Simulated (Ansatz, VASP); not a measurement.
**Two plane-wave programs on MoH3**

Contents of INCAR:

```
PREC = Accurate ; ENCUT = 520
EDIFF = 1E-6 ; ISMEAR = 0
SIGMA = 0.1 ; LREAL = False
LASPH = True ; NELM = 60
ALGO = Normal ; ISIF = 2
LWAVE = False ; LCHARG = True
GGA = PE ; LELF = True
LVHAR = True ; NBANDS = 27
```

Contents of KPOINTS:

```
Automatic mesh
0
Gamma
  4 4 6
```

POSCAR

```
MoH3
1.0
    4.7824109500      0.0000000000      0.0000000000
    0.0000000000      4.7824109500      0.0000000000
    0.0000000000      0.0000000000      3.4061414300
H Mo
6 2
Direct
    0.7630860100      0.2630860100      0.0000000000
    0.2369139900      0.7369139900      0.0000000000
    0.2630860100      0.2369139900      0.0000000000
    0.7369139900      0.7630860100      0.0000000000
    0.5000000000      0.5000000000      0.5000000000
    0.0000000000      0.0000000000      0.5000000000
    0.0000000000      0.5000000000      0.5000000000
    0.5000000000      0.0000000000      0.5000000000
```

Input for Ansatz:

```yaml
crystal:
  lattice:
    - [4.78241095, 0.0, 0.0]
    - [0.0, 4.78241095, 0.0]
    - [0.0, 0.0, 3.40614143]
  atoms:
    - { symbol: H, position: [0.76308601, 0.26308601, 0.0] }
    - { symbol: H, position: [0.23691399, 0.73691399, 0.0] }
    - { symbol: H, position: [0.26308601, 0.23691399, 0.0] }
    - { symbol: H, position: [0.73691399, 0.76308601, 0.0] }
    - { symbol: H, position: [0.5, 0.5, 0.5] }
    - { symbol: H, position: [0.0, 0.0, 0.5] }
    - { symbol: Mo, position: [0.0, 0.5, 0.5] }
    - { symbol: Mo, position: [0.5, 0.0, 0.5] }
basis:
  ecutwfc: 420
kpoints:
  mp_grid: { grid: [4, 4, 6] }
hamiltonian:
  xc: pbe
scf:
  occupations: { method: gaussian, width: 0.1 }
  lower_state_search: "off"
output:
  forces: true
  stress: true
  eigenvalues: true
```

Change from the starting cell: species swapped into the AlPt3 type (P4/mbm, No. 127).

Alike in both runs: task single point; functional PBE; k mesh 4 × 4 × 6; occupations gaussian, width 0.1 eV; no spin polarisation.

|  | VASP | Ansatz |
| --- | --- | --- |
| version | VASP 6.6.1 | Ansatz 0.2.0 |
| potentials or method | VASP PAW PBE potentials, release 64 (H, Mo_sv), cutoff 520 eV | scalar-relativistic, plane waves, PAW |
| valence electrons in the cell | 34 | 34 |

```tsv
	VASP	Ansatz	Ansatz less VASP
gap on the k mesh at the Fermi level (eV)	none	none	-
rms of the force components (eV/Å)	0.078	0.078	+0.0001
```

Atom by atom the forces differ by 0.000 eV/Å (rms over components). A gap of «none» marks a metal or a gap that the smearing closes.
